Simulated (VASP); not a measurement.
Write the native input for VASP 6.6.1 that does the following.

```
Task                   : single point
Functional             : r2SCAN
Potentials or basis    : VASP PAW PBE potentials, release 64 (Ga_d, O)
Cutoff                 : 520 eV
k mesh                 : 8 × 8 × 4
Occupations            : gaussian, width 0.02 eV
Spin                   : no spin polarisation
Dipole correction      : no
Further INCAR settings : ALGO = Normal; EDIFF = 1e-06; NBANDS = 55
```

The system is Ga2O3.

```xyz
10
Lattice="6.1270 -1.5194 -0.0027 6.1270 1.5194 -0.0027 -1.3836 0.0000 5.6417" Properties=species:S:1:pos:R:3 pbc="T T T"
Ga    3.2339    0.0000    3.8652
Ga    7.6364    0.0000    1.7711
Ga   10.8603    0.0000    1.1522
Ga    0.0101    0.0000    4.4842
O     5.1437    0.0000    4.1938
O     5.7267    0.0000    1.4425
O     9.5261    0.0000    2.4583
O     1.3443    0.0000    3.1781
O     1.8618    0.0000    0.6152
O     9.0086    0.0000    5.0211
```

The input as run:

POSCAR

```
Ga2O3
1.0
    6.1269871015     -1.5194411327     -0.0026636251
    6.1269871015      1.5194411327     -0.0026636251
   -1.3835952785      0.0000000000      5.6416966612
Ga O
4 6
Direct
    0.3413018855      0.3413018855      0.6854394845
    0.6586981145      0.6586981145      0.3145605155
    0.9094235342      0.9094235342      0.2050902151
    0.0905764658      0.0905764658      0.7949097849
    0.5037417990      0.5037417990      0.7438394683
    0.4962582010      0.4962582010      0.2561605317
    0.8266776180      0.8266776180      0.4365156228
    0.1733223820      0.1733223820      0.5634843772
    0.1642646253      0.1642646253      0.1092086697
    0.8357353747      0.8357353747      0.8907913303
```

INCAR.step1

```
SYSTEM = Ga2O3
PREC     = Accurate       ! precision mode
ENCUT    = 520            ! plane-wave cutoff, eV
ISMEAR   = 0              ! smearing method
SIGMA    = 0.02           ! smearing width, eV
LREAL    = .FALSE.        ! projectors in reciprocal space
LASPH    = .TRUE.         ! aspherical terms in the spheres
NELM     = 80             ! most SCF steps
NBANDS   = 55             ! bands
GGA      = PE             ! functional
ALGO     = Normal         ! electronic algorithm
EDIFF    = 1E-4           ! SCF threshold, eV
LWAVE    = .TRUE.         ! write WAVECAR
LCHARG   = .FALSE.        ! write CHGCAR
```

INCAR.step2

```
SYSTEM = Ga2O3
PREC     = Accurate       ! precision mode
ENCUT    = 520            ! plane-wave cutoff, eV
EDIFF    = 1E-6           ! SCF threshold, eV
ISMEAR   = 0              ! smearing method
SIGMA    = 0.02           ! smearing width, eV
LREAL    = .FALSE.        ! projectors in reciprocal space
LASPH    = .TRUE.         ! aspherical terms in the spheres
NELM     = 80             ! most SCF steps
ALGO     = Normal         ! electronic algorithm
ISIF     = 2              ! what is computed and relaxed
LWAVE    = .FALSE.        ! write WAVECAR
LCHARG   = .FALSE.        ! write CHGCAR
METAGGA  = R2SCAN         ! meta-GGA
LMIXTAU  = .TRUE.       
NBANDS   = 55             ! bands
ISTART   = 1
```

KPOINTS

```
regular mesh
0
G
  8 8 4
  0 0 0
```

Potentials or basis: VASP PAW PBE potentials, release 64 (Ga_d, O).

Launch:

```sh
$ cat potpaw_PBE.64/Ga_d/POTCAR potpaw_PBE.64/O/POTCAR > POTCAR
$ cp INCAR.step1 INCAR
$ mpirun -np 1 vasp_std > vasp.out
$ cp INCAR.step2 INCAR
$ mpirun -np 1 vasp_std > vasp.out
```

Results of the run:

The pressure is 1.8 GPa and the largest force is 0.081 eV/Å. The band gap on the k mesh is 3.01 eV (least direct gap 3.04 eV).

Caveat: the PAW data sets were made with another functional, which shifts forces and pressure a little.

It took 45 min on 1 thread of AMD EPYC 9R45 96-Core Processor (Zen 5), on a shared host, peak memory 0.53 GiB.
